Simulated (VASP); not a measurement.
Fe: relaxation of cell and atoms with PBEsol

The system is Fe.

```
CELL_PARAMETERS angstrom
0.00000 1.94174 1.96511
1.49844 0.00000 1.96511
1.49844 1.94174 0.00000
ATOMIC_POSITIONS crystal
Fe 0.00000 0.00000 0.00000
```

* Program: VASP 6.6.1
* Task: relaxation of cell and atoms
* Functional: PBEsol
* Potentials or basis: VASP PAW PBE potentials, release 64 (Fe)
* Cutoff: 600 eV
* k mesh: 13 × 13 × 13
* Occupations: fermi-dirac, width 0.05 eV
* Spin: collinear spin, ferromagnetic start
* Starting moments: [3.0] μB
* Target pressure: 30 GPa
* Dipole correction: no
* Further INCAR settings: ALGO = Normal; EDIFF = 1e-07; IBRION = 2; EDIFFG = -0.01; NSW = 60; ISIF = 3

- Relaxed volume: 9.76 Å³/atom
- Relaxed cell: a = 2.692 Å, b = 2.332 Å, c = 2.331 Å, α = 70.51°, β = 54.75°, γ = 54.74°
- Space group after relaxing (to 0.1 Å): Im-3m (No. 229)
- Energy change on relaxing (the run minimises the enthalpy): +45.0 meV/atom
- Ionic steps: 12
- Pressure after relaxing: 30.0 GPa
- Band gap on the k mesh: zero (filled and empty bands overlap)
- Net moment: 1.96 μB per cell
- Site moments: Fe +1.93 μB
- Valence electrons inside the program's atomic spheres: Fe 7.64

Stress tensor (GPa, compression positive):
```
29.94  0.00  0.00
 0.00 30.04  0.00
 0.00  0.00 29.99
```

Step by step:
```csv
step,energy change (eV),largest force (eV/Å),pressure (GPa),volume (Å³)
1,0.0000,0.0000,-10.17,11.44
2,1.5816,0.0000,205.55,7.31
3,0.0403,0.0000,24.97,9.89
4,0.0593,0.0000,29.07,9.77
5,0.0665,0.0000,30.50,9.73
6,0.0580,0.0000,31.41,9.71
7,0.0584,0.0000,32.41,9.69
8,0.0590,0.0000,32.53,9.69
9,0.0187,0.0000,24.42,9.91
10,0.0421,0.0000,29.38,9.77
11,0.0458,0.0000,30.14,9.75
12,0.0450,0.0000,29.99,9.76
```

Final structure:
```
Fe
1.0
     0.00000    1.90306    1.90332
     1.34668    0.00000    1.90332
     1.34668    1.90306    0.00000
Fe
1
Direct
  0.00000 0.00000 0.00000
```

Levels at points of the mesh, in eV from the Fermi level:
Spin up:
| k point | band 2 | band 3 | band 4 | band 5 | band 6 | band 7 | band 8 | band 9 |
| --- | --- | --- | --- | --- | --- | --- | --- | --- |
| (0.00, 0.00, 0.00) | -2.78 | -2.78 | -2.77 | -1.16 | -1.16 | 26.26 | 26.27 | 26.28 |
Spin down:
| k point | band 1 | band 2 | band 3 | band 4 | band 5 | band 6 | band 7 | band 8 |
| --- | --- | --- | --- | --- | --- | --- | --- | --- |
| (0.00, 0.00, 0.00) | -9.31 | -1.09 | -1.08 | -1.08 | 1.27 | 1.28 | 26.23 | 26.25 |

Run time: 8.1 min on 1 thread of Intel(R) Xeon(R) Platinum 8488C (Sapphire Rapids) (shared host), peak memory 0.24 GiB.

Caveat: the cell is relaxed towards a set pressure, so the run minimises the enthalpy, not the energy; the PAW data sets were made with another functional, which shifts forces and pressure a little.
